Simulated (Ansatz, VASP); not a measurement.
**Zr2S5 in VASP and in Ansatz**

```xyz
7
Lattice="3.4286 0.0000 0.0000 0.0000 8.3585 0.0000 0.0000 0.0000 7.2666" Properties=species:S:1:pos:R:3 pbc="T T T"
Zr    1.7143    6.0456    4.9644
Zr    1.7143    2.3129    4.9644
S     0.0000    1.9471    3.2680
S     0.0000    6.4113    3.2680
S     0.0000    7.3070    6.5545
S     0.0000    1.0515    6.5545
S     0.0000    4.1792    5.8473
```

Alike in both runs: functional PBE; k mesh 6 × 2 × 4; occupations gaussian, width 0.1 eV; no spin polarisation.

Ansatz relaxed the structure, and its values are those at the end. VASP's run is a single point on that final structure, the one shown.

|  | VASP | Ansatz |
| --- | --- | --- |
| version | VASP 6.6.1 | Ansatz 0.2.0 |
| potentials or method | VASP PAW PBE potentials, release 64 (Zr_sv, S), cutoff 520 eV | scalar-relativistic, plane waves, PAW |
| valence electrons in the cell | 54 | 54 |

Ansatz gave:

```
gap on the k mesh at the Fermi level (eV) : 0.37
least direct gap on the mesh (eV)         : 0.76
pressure (GPa)                            : -0.1
rms of the force components (eV/Å)        : 0.019
```

**Question.** Which values does VASP return?

**Answer.** gap on the k mesh at the Fermi level (eV): 0.38; least direct gap on the mesh (eV): 0.76; pressure (GPa): -0.1; rms of the force components (eV/Å): 0.029.
